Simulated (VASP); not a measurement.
# HgTe (Coloradoite) (F-43m) in VASP: settings compared, part 2 of 2

VASP 6.6.1.

## (3) Single point, r2SCAN+D3(BJ)

This run uses another cell than the first one, of 34.54 Å³/atom, 1.020 times its volume.

POSCAR reads:

```
HgTe
1.0
    0.0000000000      3.2568009036      3.2568009036
    3.2568009036      0.0000000000      3.2568009036
    3.2568009036      3.2568009036      0.0000000000
Hg Te
1 1
Direct
    0.0000000000      0.0000000000      0.0000000000
    0.7500000000      0.7500000000      0.7500000000
```

INCAR.step1 reads:

```
SYSTEM = HgTe
PREC     = Accurate       ! precision mode
ENCUT    = 520            ! plane-wave cutoff, eV
ISMEAR   = -1             ! smearing method
SIGMA    = 0.05           ! smearing width, eV
LREAL    = .FALSE.        ! projectors in reciprocal space
LASPH    = .TRUE.         ! aspherical terms in the spheres
NELM     = 100            ! most SCF steps
NBANDS   = 16             ! bands
GGA      = PE             ! functional
ALGO     = Normal         ! electronic algorithm
EDIFF    = 1E-4           ! SCF threshold, eV
LWAVE    = .TRUE.         ! write WAVECAR
LCHARG   = .FALSE.        ! write CHGCAR
```

INCAR.step2 reads:

```
SYSTEM = HgTe
PREC     = Accurate       ! precision mode
ENCUT    = 520            ! plane-wave cutoff, eV
EDIFF    = 1E-6           ! SCF threshold, eV
ISMEAR   = -1             ! smearing method
SIGMA    = 0.05           ! smearing width, eV
LREAL    = .FALSE.        ! projectors in reciprocal space
LASPH    = .TRUE.         ! aspherical terms in the spheres
NELM     = 100            ! most SCF steps
ALGO     = Normal         ! electronic algorithm
ISIF     = 2              ! what is computed and relaxed
LWAVE    = .FALSE.        ! write WAVECAR
LCHARG   = .FALSE.        ! write CHGCAR
METAGGA  = R2SCAN         ! meta-GGA
LMIXTAU  = .TRUE.       
IVDW     = 12             ! dispersion correction
VDW_S6   = 1.0          
VDW_S8   = 0.78981345   
VDW_A1   = 0.49484001   
VDW_A2   = 5.73083694   
NBANDS   = 16             ! bands
ISTART   = 1
```

KPOINTS reads:

```
regular mesh
0
G
  7 7 7
  0 0 0
```

Potentials or basis: VASP PAW PBE potentials, release 64 (Hg, Te).

On the command line:

```console
cat potpaw_PBE.64/Hg/POTCAR potpaw_PBE.64/Te/POTCAR > POTCAR
cp INCAR.step1 INCAR
mpirun -np 1 vasp_std > vasp.out
cp INCAR.step2 INCAR
mpirun -np 1 vasp_std > vasp.out
```

OUTCAR:

```text
SYSTEM = HgTe
   PREC = Accurate
   ENCUT = 520
   EDIFF = 1E-6
   ISMEAR = -1
   LREAL = .FALSE.
   LASPH = .TRUE.
   NELM = 100
   ISIF = 2
   METAGGA = R2SCAN
   IVDW = 12
   ISTART = 1
 IVDW          = 12

 ion  position               nearest neighbor table
   1  0.000  0.000  0.000-   2 2.82   2 2.82   2 2.82   2 2.82
   2  0.750  0.750  0.750-   1 2.82   1 2.82   1 2.82   1 2.82

  LATTYP: Found a face centered cubic cell.
 ALAT       =     6.5136018072

  Lattice vectors:

 A1 = (   0.0000000000,   3.2568009036,   3.2568009036)
 A2 = (   3.2568009036,   0.0000000000,   3.2568009036)
 A3 = (   3.2568009036,   3.2568009036,   0.0000000000)

Analysis of symmetry for initial positions (statically):
=====================================================================
 Subroutine PRICEL returns:
 Original cell was already a primitive cell.

 Routine SETGRP: Setting up the symmetry group for a
 face centered cubic supercell.

 Subroutine GETGRP returns: Found 24 space group operations
 (whereof 24 operations were pure point group operations)
 out of a pool of 48 trial point group operations.

The static configuration has the point symmetry T_d .

Analysis of symmetry for dynamics (positions and initial velocities):
=====================================================================
 Subroutine PRICEL returns:
 Original cell was already a primitive cell.

 Routine SETGRP: Setting up the symmetry group for a
 face centered cubic supercell.

 Subroutine GETGRP returns: Found 24 space group operations
 (whereof 24 operations were pure point group operations)
 out of a pool of 48 trial point group operations.

The dynamic configuration has the point symmetry T_d .

 Subroutine INISYM returns: Found 24 space group operations
 (whereof 24 operations are pure point group operations),
 and found     1 'primitive' translations

[... 103 lines left out ...]
   EFERMI =   0.00;   METHOD = LEGACY
   ISMEAR =    -1;   SIGMA  =   0.05  broadening in eV -4-tet -1-fermi 0-gaus
   EFERMI_NEDOS =   21; number of points for ismear=-14 and -15
   IALGO  =     38    algorithm
   IMIX   =      4    mixing-type and parameters
     AMIX     =   0.40;   BMIX     =  1.00
     AMIX_MAG =   1.60;   BMIX_MAG =  1.00
  volume/ion in A,a.u.               =      34.54       233.11
  Fermi-wavevector in a.u.,A,eV,Ry     =   1.045597  1.975892 14.874892  1.093274
  Thomas-Fermi vector in A             =   2.180400
   LORBIT       =      0    0 simple, 1 ext, 2 COOP (PROOUT), +10 PAW based schemes
   METAGGA = R2SCAN    functional components
   LHFCALC =     F    Hartree Fock is set to
   AEXX    =    0.0000 exact exchange contribution
   IVDW    =    12    specifies the selected vdW correction
   LEPSILON=     F    determine dielectric tensor
   LRPA    =     F    only Hartree local field effects (RPA)
 non-spin polarized calculation
  energy-cutoff  :      520.00
  volume of cell :       69.09
 maximum number of plane-waves:      1877
 NGX is ok and might be reduce to    36
   NGX = 17   NGY = 17   NGZ = 17

 number of electron      18.0000002 magnetization

 Free energy of the ion-electron system (eV)
  ---------------------------------------------------
  ext. energy  EPLUGINS =         0.00000000
  ---------------------------------------------------
  free energy    TOTEN  =       -75.15235821 eV

  energy without entropy =      -75.15164300  energy(sigma->0) =      -75.15200060

 E-fermi :   2.6688     XC(G=0):  -9.2064

 val. band max:        2.6266254430   @ k =   0.0000   0.0000   0.0000
 cond. band min:       3.5452986639   @ k =   0.1429   0.0000   0.0000
 fundamental gap:      0.9186732209
 Fermi energy:         2.6687520199

 k-point     1 :       0.0000    0.0000    0.0000
  band No.  band energies     occupation
      1      -9.6118      2.00000
      2      -4.8818      2.00000
      3      -4.8818      2.00000
      4      -4.8818      2.00000
      5      -4.3374      2.00000
      6      -4.3374      2.00000
[... 357 lines left out ...]
      3      -4.6164      2.00000
      4      -4.4043      2.00000
      5      -4.3471      2.00000
      6      -3.7793      2.00000
[... 8 lines left out ...]
     15      13.1953      0.00000
     16      14.9297      0.00000

------------------------ aborting loop because EDIFF is reached ----------------------------------------

 Edisp (eV)   -0.34194

 E8    (eV) :    -0.1243

  FORCE on cell =-STRESS in cart. coord.  units (eV):
  Direction    XX          YY          ZZ          XY          YZ          ZX
  --------------------------------------------------------------------------------------
  -------------------------------------------------------------------------------------
  Total       0.19908     0.19908     0.19908     0.00000     0.00000     0.00000
  in kB       4.61673     4.61673     4.61673     0.00000     0.00000     0.00000
  external pressure =        4.62 kB  Pullay stress =        0.00 kB

 VOLUME and BASIS-vectors are now :
 -----------------------------------------------------------------------------
  energy-cutoff  :      520.00
  volume of cell :       69.09
      direct lattice vectors                 reciprocal lattice vectors
     0.000000000  3.256800904  3.256800904    -0.153524890  0.153524890  0.153524890
     3.256800904  0.000000000  3.256800904     0.153524890 -0.153524890  0.153524890
     3.256800904  3.256800904  0.000000000     0.153524890  0.153524890 -0.153524890

 POSITION                                       TOTAL-FORCE (eV/Angst)
 -----------------------------------------------------------------------------------
      0.00000      0.00000      0.00000         0.000000      0.000000      0.000000
      4.88520      4.88520      4.88520        -0.000000     -0.000000     -0.000000
 -----------------------------------------------------------------------------------
    total drift:                               -0.000000     -0.000000     -0.000000

  FREE ENERGIE OF THE ION-ELECTRON SYSTEM (eV)
  ---------------------------------------------------
  free  energy   TOTEN  =       -75.4942935841 eV

  energy  without entropy=      -75.4935783697  energy(sigma->0) =      -75.49393598
```

OSZICAR.step1:

```text
N       E                     dE             d eps       ncg     rms          rms(c)
DAV:   1     0.104006872317E+03    0.10401E+03   -0.79667E+03   640   0.966E+02
DAV:   2    -0.220116952447E+00   -0.10423E+03   -0.96648E+02   744   0.227E+02
DAV:   3    -0.378680610685E+01   -0.35667E+01   -0.35586E+01   760   0.432E+01
DAV:   4    -0.382130983749E+01   -0.34504E-01   -0.34500E-01   976   0.386E+00
DAV:   5    -0.382138535783E+01   -0.75520E-04   -0.75520E-04   840   0.175E-01    0.729E+00
DAV:   6    -0.361961848811E+01    0.20177E+00   -0.39514E-01   752   0.839E+00    0.580E+00
DAV:   7    -0.361246557979E+01    0.71529E-02   -0.95363E-02   712   0.210E+00    0.216E+00
DAV:   8    -0.361181101031E+01    0.65457E-03   -0.10107E-02   728   0.114E+00    0.513E-01
DAV:   9    -0.361183224807E+01   -0.21238E-04   -0.71571E-04   816   0.308E-01
   1 F= -.36118322E+01 E0= -.36114669E+01  d E =-.730607E-03
```

Run time: 42 s. Hardware: 1 thread of Intel Xeon 6975P-C (Granite Rapids), shared host; peak memory 0.22 GiB.

What came out:

```yaml
Free_energy: -75.4943 eV
Pressure: 0.5 GPa
Band_gap_on_the_k_mesh: zero (filled and empty bands touch)
Dispersion_energy_per_atom: -0.171 eV
```

Caveat: the PAW data sets were made with another functional, which shifts forces and pressure a little; spin-orbit coupling is left out, which moves the levels of the heavy elements; pairwise dispersion overbinds metals, which lowers pressure and volume.

## (4) Single point, r2SCAN+D3(BJ)

This run uses another cell than the first one, of 35.21 Å³/atom, 1.039 times its volume.

POSCAR reads:

```
HgTe
1.0
    0.0000000000      3.2775454177      3.2775454177
    3.2775454177      0.0000000000      3.2775454177
    3.2775454177      3.2775454177      0.0000000000
Hg Te
1 1
Direct
    0.0000000000      0.0000000000      0.0000000000
    0.7500000000      0.7500000000      0.7500000000
```

INCAR.step1 reads:

```
SYSTEM = HgTe
ALGO = Normal
EDIFF = 1E-4
ENCUT = 520
GGA = PE
ISMEAR = -1
LASPH = .True.
LCHARG = .False.
LREAL = .False.
LWAVE = .True.
NBANDS = 16
NELM = 60
PREC = Accurate
SIGMA = 0.05
```

INCAR.step2 reads:

```
SYSTEM = HgTe
ALGO = Normal
EDIFF = 1E-6
ENCUT = 520
ISIF = 2
ISMEAR = -1
ISTART = 1
IVDW = 12
LASPH = .True.
LCHARG = .False.
LMIXTAU = .True.
LREAL = .False.
LWAVE = .False.
METAGGA = R2SCAN
NBANDS = 16
NELM = 60
PREC = Accurate
SIGMA = 0.05
VDW_A1 = 0.49484001
VDW_A2 = 5.73083694
VDW_S6 = 1.0
VDW_S8 = 0.78981345
```

KPOINTS reads:

```
k-points
0
Gamma
  7 7 7
  0 0 0
```

On the command line:

```console
cat potpaw_PBE.64/Hg/POTCAR potpaw_PBE.64/Te/POTCAR > POTCAR
cp INCAR.step1 INCAR
mpirun -np 1 vasp_std > vasp.out
cp INCAR.step2 INCAR
mpirun -np 1 vasp_std > vasp.out
```

It took 41 s on 1 thread of Intel Xeon 6975P-C (Granite Rapids), shared host; peak memory 0.22 GiB.

It converged, with:

| Property | Result |
| --- | --- |
| Free energy | -75.4950 eV |
| Pressure | -0.4 GPa |
| Band gap on the k mesh | zero (filled and empty bands touch) |
| Dispersion energy per atom | -0.168 eV |

Levels at points of the mesh, in eV from the Fermi level:
```csv
k point,band 7,band 8,band 9,band 10,band 11,band 12
"(0.00, 0.00, 0.00)",-0.57,-0.04,-0.04,-0.04,4.60,4.60
```

Caveat: the PAW data sets were made with another functional, which shifts forces and pressure a little; spin-orbit coupling is left out, which moves the levels of the heavy elements; pairwise dispersion overbinds metals, which lowers pressure and volume.

## (5) Single point, LDA, non-collinear spin, zero start, spin-orbit coupling

This run uses another cell than the first one, of 33.22 Å³/atom, 0.980 times its volume.

INCAR reads:

```
SYSTEM = HgTe
  PREC = Accurate
  ENCUT = 520
  EDIFF = 1E-7
  ISMEAR = -1
  SIGMA = 0.05
  LREAL = .FALSE.
  LASPH = .TRUE.
  NELM = 150
  ALGO = Normal
  ISIF = 2
  LWAVE = .FALSE.
  LCHARG = .FALSE.
  LNONCOLLINEAR = .TRUE.
  MAGMOM = 0 0 0 0 0 0
  LORBIT = 11
  LSORBIT = .TRUE.
  GGA_COMPAT = .FALSE.
  LORBMOM = .TRUE.
  GGA = CA
  NBANDS = 30
```

KPOINTS reads:

```
Automatic mesh
0
G
  7 7 7
  0 0 0
```

POSCAR reads:

```
HgTe
1.0
    0.0000000000      3.2145000000      3.2145000000
    3.2145000000      0.0000000000      3.2145000000
    3.2145000000      3.2145000000      0.0000000000
Hg Te
1 1
Direct
    0.0000000000      0.0000000000      0.0000000000
    0.7500000000      0.7500000000      0.7500000000
```

Potentials or basis: VASP PAW LDA potentials, release 64 (Hg, Te).

On the command line:

```console
cat potpaw_LDA.64/Hg/POTCAR potpaw_LDA.64/Te/POTCAR > POTCAR
mpirun -np 1 vasp_ncl > vasp.out
```

It took 88 s on 1 thread of Intel Xeon 6975P-C (Granite Rapids), shared host; peak memory 0.34 GiB.

Results (log left out):

| Item | Value |
| --- | --- |
| Free energy | -5.4496 eV |
| Pressure | 0.2 GPa |
| Net moment | 0.00 μB per cell |
| Valence electrons inside the program's atomic spheres | Hg 10.56; Te 3.39 |

Moments on the atoms (μB; x, y, z):
```
Hg  0.00 0.00 0.00
Te  0.00 0.00 0.00
```

## (6) Single point, PBE

This run uses another cell than the first one, of 25.84 Å³/atom, 0.763 times its volume.

INCAR reads:

```
SYSTEM = HgTe
ALGO     = Normal         ! electronic algorithm
EDIFF    = 1E-6           ! SCF threshold, eV
ENCUT    = 520            ! plane-wave cutoff, eV
GGA      = PE             ! functional
ISIF     = 2              ! what is computed and relaxed
ISMEAR   = -1             ! smearing method
LASPH    = .True.         ! aspherical terms in the spheres
LCHARG   = .True.         ! write CHGCAR
LELF     = .True.         ! ELF
LREAL    = .False.        ! projectors in reciprocal space
LVHAR    = .True.       
LWAVE    = .False.        ! write WAVECAR
NBANDS   = 16             ! bands
NELM     = 60             ! most SCF steps
PREC     = Accurate       ! precision mode
SIGMA    = 0.05           ! smearing width, eV
```

KPOINTS reads:

```
k-points
0
Gamma
  7 7 7
  0 0 0
```

POSCAR reads:

```
HgTe
1.0
    0.0000000000      2.9564490595      2.9564490595
    2.9564490595      0.0000000000      2.9564490595
    2.9564490595      2.9564490595      0.0000000000
Hg Te
1 1
Direct
    0.0000000000      0.0000000000      0.0000000000
    0.7500000000      0.7500000000      0.7500000000
```

Potentials or basis: VASP PAW PBE potentials, release 64 (Hg, Te).

On the command line:

```console
cat potpaw_PBE.64/Hg/POTCAR potpaw_PBE.64/Te/POTCAR > POTCAR
mpirun -np 1 vasp_std > vasp.out
```

It took 31 s on 1 thread of Intel Xeon Platinum 8488C (Sapphire Rapids), shared host; peak memory 0.18 GiB.

It converged, with:

* Free energy: -2.1900 eV
* Pressure: 30.3 GPa
* Band gap on the k mesh: zero (filled and empty bands touch)

Levels at points of the mesh, in eV from the Fermi level:
```csv
k point,band 7,band 8,band 9,band 10,band 11,band 12
"(0.00, 0.00, 0.00)",-0.06,-0.05,-0.05,-0.05,3.51,3.51
```

Caveat: spin-orbit coupling is left out, which moves the levels of the heavy elements.

## (7) The runs side by side

```csv
level,potentials or basis,spin,cell,gap on the mesh (eV),pressure (GPa)
r2SCAN+D3(BJ),"VASP PAW PBE potentials, release 64 (Hg, Te)",off,"a = 4.576 Å, angles 60.0°, 2 atoms",none,1.4
r2SCAN+D3(BJ),"VASP PAW PBE potentials, release 64 (Hg, Te)",off,"a = 4.606 Å, angles 60.0°, 2 atoms",none,0.5
r2SCAN+D3(BJ),"VASP PAW PBE potentials, release 64 (Hg, Te)",off,"a = 4.635 Å, angles 60.0°, 2 atoms",none,-0.4
LDA,"VASP PAW LDA potentials, release 64 (Hg, Te)","non-collinear, zero start, SOC","a = 4.546 Å, angles 60.0°, 2 atoms",-,0.2
PBE,"VASP PAW PBE potentials, release 64 (Hg, Te)",off,"a = 4.181 Å, angles 60.0°, 2 atoms",none,30.3
```

Alike in all rows: task single point; k mesh 7 × 7 × 7; cutoff (eV) 520; smearing fermi-dirac 0.05 eV.

Caveats: spin-orbit coupling is left out, which moves the levels of the heavy elements (some runs); the PAW data sets were made with another functional, which shifts forces and pressure a little (some runs); pairwise dispersion overbinds metals, which lowers pressure and volume (some runs).

Total energies depend on the potentials used, so only differences within one code and one set of settings carry meaning.
